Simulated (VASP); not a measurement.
A run of VASP 6.6.1:

Contents of INCAR:

```
SYSTEM = AlN
PREC = Accurate ; ENCUT = 520
EDIFF = 1E-6 ; ISMEAR = 0
SIGMA = 0.05 ; LREAL = .False.
LASPH = .True. ; NELM = 100
ALGO = Normal ; ISIF = 2
LWAVE = .False. ; LCHARG = .False.
IBRION = 2 ; NSW = 50
EDIFFG = -0.01
```

Contents of KPOINTS:

```
regular mesh
0
Gamma
  9 9 6
  0 0 0
```

POSCAR

```
AlN
1.0
    3.0886152983      0.0000000000     -0.3088615298
   -1.5443076491      2.6748193108      0.1544307649
   -0.4943584266      0.0000000000      4.8778345953
Al N
2 2
Direct
    0.3333333333      0.6666666667      0.0015210172
    0.6666666667      0.3333333333      0.5015210172
    0.3333333333      0.6666666667      0.3834789828
    0.6666666667      0.3333333333      0.8834789828
```

Potentials or basis: VASP PAW LDA potentials, release 64 (Al, N).

Launch:

```console
$ cat potpaw_LDA.64/Al/POTCAR potpaw_LDA.64/N/POTCAR > POTCAR
$ mpirun -np 1 vasp_std > vasp.out
```

Hardware: 1 thread of Intel(R) Xeon(R) Platinum 8488C (Sapphire Rapids), on a shared host.

Question: How long does it take, and how much memory?

Answer: Run time: 2.7 min on 1 thread of Intel(R) Xeon(R) Platinum 8488C (Sapphire Rapids) (shared host), peak memory 0.18 GiB. Counts: scf iterations 65, k points 140, ion steps 11.
